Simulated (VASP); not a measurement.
## Pt: single point with r2SCAN

Pt:

```
CELL_PARAMETERS angstrom
-1.56838 1.58422 1.58422
1.56838 -1.58422 1.58422
1.56838 1.58422 -1.58422
ATOMIC_POSITIONS crystal
Pt 0.00000 0.00000 0.00000
```

This cell differs from its parent crystal: strain -0.0100 x Voigt [1, 0, 0, 0, 0, 0].

| Item | Value |
| --- | --- |
| Program | VASP 6.6.1 |
| Task | single point |
| Functional | r2SCAN |
| Potentials or basis | VASP PAW PBE potentials, release 64 (Pt) |
| Cutoff | 520 eV |
| k mesh | 22 × 22 × 22 |
| Occupations | gaussian, width 0.15 eV |
| Spin | no spin polarisation |
| Dipole correction | no |
| Further INCAR settings | ALGO = Normal; EDIFF = 1e-07; NBANDS = 11 |

```
Pressure               : -3.6 GPa
Band gap on the k mesh : zero (bands 5 and 6 overlap by 2.30 eV)
```

Stress tensor (GPa, compression positive):
```
-4.27  0.00  0.00
 0.00 -3.32  0.00
 0.00  0.00 -3.32
```

Levels at points of the mesh, in eV from the Fermi level:
```
           k point  band 1  band 2  band 3  band 4  band 5  band 6  band 7  band 8  band 9  band 10
(0.00, 0.00, 0.00)   -9.76   -3.67   -3.58   -3.58   -1.15   -1.04   18.04   18.04   18.25    28.51
(0.50, 0.00, 0.00)   -6.80   -5.02   -1.34   -0.81    0.42    1.11    6.60   14.17   16.84    25.13
(0.00, 0.50, 0.00)   -6.78   -5.12   -1.24   -0.76    0.48    1.13    6.70   14.05   16.58    25.39
(0.50, 0.50, 0.50)   -6.32   -6.32    0.57    0.57    0.60    8.03    8.03    8.35   13.51    19.82
```

Wall time 3.1 min on 1 thread of Intel(R) Xeon(R) 6975P-C (Granite Rapids) (shared host), peak memory 0.25 GiB.

Caveat: the cell differs from its parent crystal (strain -0.0100 x Voigt [1, 0, 0, 0, 0, 0]); the cell stands under tension; the PAW data sets were made with another functional, which shifts forces and pressure a little; spin-orbit coupling is left out, which moves the levels of the heavy elements.
